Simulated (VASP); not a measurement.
**Cu: single point with revPBE**

The system is Cu.

```
Cu
1.0
     0.00000    1.90057    1.90057
     1.90057    0.00000    1.90057
     1.90057    1.90057    0.00000
Cu
1
Cartesian
  0.0000 0.0000 0.0000
```

This cell differs from its parent crystal: volume scaled by 1.12.

```json
{
  "Program": "VASP 6.6.1",
  "Task": "single point",
  "Functional": "revPBE",
  "Potentials or basis": "VASP PAW PBE potentials, release 64 (Cu)",
  "Cutoff": "520 eV",
  "k mesh": "24 × 24 × 24",
  "Occupations": "fermi-dirac, width 0.1 eV",
  "Spin": "no spin polarisation"
}
```

* Pressure: -10.4 GPa

Levels at points of the mesh, in eV from the Fermi level:
```
           k point  band 3  band 4  band 5  band 6  band 7  band 8  band 9  band 10
(0.00, 0.00, 0.00)   -2.62   -2.62   -1.97   -1.97   21.32   22.92   22.92    22.92
(0.50, 0.00, 0.00)   -2.64   -1.52   -1.52   -0.60    3.06   19.87   19.87    19.88
(0.50, 0.50, 0.00)   -1.54   -1.41   -1.41    1.60    6.12   11.98   11.98    16.07
```

Wall time 26 s on 1 thread of Intel(R) Xeon(R) 6975P-C (Granite Rapids) (shared host), peak memory 0.17 GiB.

Caveat: the PAW data sets were made with another functional, which shifts forces and pressure a little.
